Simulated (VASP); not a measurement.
Set up this calculation in VASP 6.6.1, as the native input.

```yaml
Task: single point
Functional: HSE06
Potentials_or_basis: VASP PAW PBE potentials, release 64 (Te, Cd)
Cutoff: 520 eV
k_mesh: 4 × 4 × 4
Occupations: fermi-dirac, width 0.05 eV
Spin: no spin polarisation
Dipole_correction: no
Grid_for_exact_exchange_PRECFOCK: Normal
Further_INCAR_settings: ALGO = Normal; EDIFF = 1e-07; NBANDS = 16
Share_of_exact_exchange: 0.25
Screening_parameter: 0.2079 1/Å
```

Crystal: CdTe.

```xyz
2
Lattice="0.0000 3.2050 3.2050 3.2050 0.0000 3.2050 3.2050 3.2050 0.0000" Properties=species:S:1:pos:R:3 pbc="T T T"
Te    4.8075    4.8075    4.8075
Cd    0.0000    0.0000    0.0000
```

These files were run (other wordings do the same):

POSCAR

```
CdTe
1.0
    0.0000000000      3.2050000000      3.2050000000
    3.2050000000      0.0000000000      3.2050000000
    3.2050000000      3.2050000000      0.0000000000
Te Cd
1 1
Direct
    0.7500000000      0.7500000000      0.7500000000
    0.0000000000      0.0000000000      0.0000000000
```

INCAR.step1

```
PREC = Accurate
ENCUT = 520
EDIFF = 1E-5
ISMEAR = -1
SIGMA = 0.05
LREAL = False
LASPH = True
NELM = 100
ALGO = Normal
ISIF = 2
LWAVE = True
NBANDS = 16
GGA = PE
```

INCAR.step2

```
PREC = Accurate
ENCUT = 520
EDIFF = 1E-7
ISMEAR = -1
SIGMA = 0.05
LREAL = False
LASPH = True
NELM = 100
ALGO = Normal
ISIF = 2
LWAVE = False
LCHARG = True
GGA = PE
LHFCALC = True
HFSCREEN = 0.2079
PRECFOCK = Normal
LELF = True
LVHAR = True
NBANDS = 16
ISTART = 1
```

KPOINTS

```
regular mesh
0
Gamma
  4 4 4
```

Potentials or basis: VASP PAW PBE potentials, release 64 (Te, Cd).

Launch:

```console
$ cat potpaw_PBE.64/Te/POTCAR potpaw_PBE.64/Cd/POTCAR > POTCAR
$ cp INCAR.step1 INCAR
$ mpirun -np 1 vasp_std > vasp.out
$ cp INCAR.step2 INCAR
$ mpirun -np 1 vasp_std > vasp.out
```

It gave:

```yaml
Pressure: 3.5 GPa
Band_gap_on_the_k_mesh: 1.67 eV
```

Caveat: the k points lie up to 0.42 Å⁻¹ apart; the PAW data sets were made with another functional, which shifts forces and pressure a little; spin-orbit coupling is left out, which moves the levels of the heavy elements.

Wall time 7.5 min on 1 thread of Intel(R) Xeon(R) 6975P-C (Granite Rapids) (shared host), peak memory 0.31 GiB.
